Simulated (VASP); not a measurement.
Here is a VASP 6.6.1 calculation.

Contents of INCAR:

```
SYSTEM = Ti
PREC     = Accurate       ! precision mode
ENCUT    = 600            ! plane-wave cutoff, eV
EDIFF    = 1E-6           ! SCF threshold, eV
ISMEAR   = 0              ! smearing method
SIGMA    = 0.1            ! smearing width, eV
LREAL    = .FALSE.        ! projectors in reciprocal space
LASPH    = .TRUE.         ! aspherical terms in the spheres
NELM     = 100            ! most SCF steps
ALGO     = Fast           ! electronic algorithm
ISIF     = 3              ! what is computed and relaxed
LWAVE    = .FALSE.        ! write WAVECAR
LCHARG   = .FALSE.        ! write CHGCAR
GGA      = PE             ! functional
IBRION   = 2              ! ionic algorithm
NSW      = 100            ! ionic steps
EDIFFG   = -0.005         ! ionic threshold
```

Contents of KPOINTS:

```
regular mesh
0
G
  18 18 10
  0 0 0
```

Contents of POSCAR:

```
Ti
1.0
    2.9500000000      0.0000000000      0.0000000000
   -1.4750000000      2.5547749412      0.0000000000
    0.0000000000      0.0000000000      4.6800000000
Ti
2
Direct
    0.3333333333      0.6666666667      0.2500000000
    0.6666666667      0.3333333333      0.7500000000
```

Potentials or basis: VASP PAW PBE potentials, release 64 (Ti_sv).

Launch:

```bash
$ cat potpaw_PBE.64/Ti_sv/POTCAR > POTCAR
$ mpirun -np 1 vasp_std > vasp.out
```

**Question.** Predict the relaxed volume.

**Answer.** 17.35 Å³/atom.

**Question.** Predict the space group after relaxing (to 0.1 Å).

**Answer.** P6_3/mmc (No. 194).

**Question.** Estimate the relaxed cell.

**Answer.** a = 2.937 Å, b = 2.937 Å, c = 4.645 Å, α = 90.00°, β = 90.00°, γ = 120.00°.

**Question.** Estimate the band gap on the k mesh.

**Answer.** Zero (bands 12 and 13 overlap by 1.10 eV).

Final structure:
```
Ti
1.0
     2.93657    0.00000    0.00000
    -1.46828    2.54314    0.00000
     0.00000    0.00000    4.64528
Ti
2
Direct
  0.33333 0.66667 0.25000
  0.66667 0.33333 0.75000
```
